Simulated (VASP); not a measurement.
A run of VASP 6.6.1 is set up as follows.

File INCAR:

```
SYSTEM = NaH
PREC = Accurate
ENCUT = 520
EDIFF = 1E-6
ISMEAR = 0
SIGMA = 0.01
LREAL = .False.
LASPH = .True.
NELM = 100
ALGO = Normal
ISIF = 2
LWAVE = .False.
LCHARG = .False.
GGA = PE
NBANDS = 11
```

Contents of KPOINTS:

```
Automatic mesh
0
Gamma
  6 6 6
  0 0 0
```

Contents of POSCAR:

```
NaH
1.0
    0.0000000000      2.4368220934      2.4368220934
    2.4368220934      0.0000000000      2.4368220934
    2.4368220934      2.4368220934      0.0000000000
Na H
1 1
Direct
    0.0000000000      0.0000000000      0.0000000000
    0.5000000000      0.5000000000      0.5000000000
```

Potentials or basis: VASP PAW PBE potentials, release 64 (Na_pv, H).

The run is started by

```sh
$ cat potpaw_PBE.64/Na_pv/POTCAR potpaw_PBE.64/H/POTCAR > POTCAR
$ mpirun -np 1 vasp_std > vasp.out
```

Problem. Estimate the band gap on the k mesh.

Solution. 3.76 eV, indirect (least direct gap 4.56 eV).

Problem. Predict the pressure.

Solution. -0.6 GPa.

 A k mesh can miss the band edges.
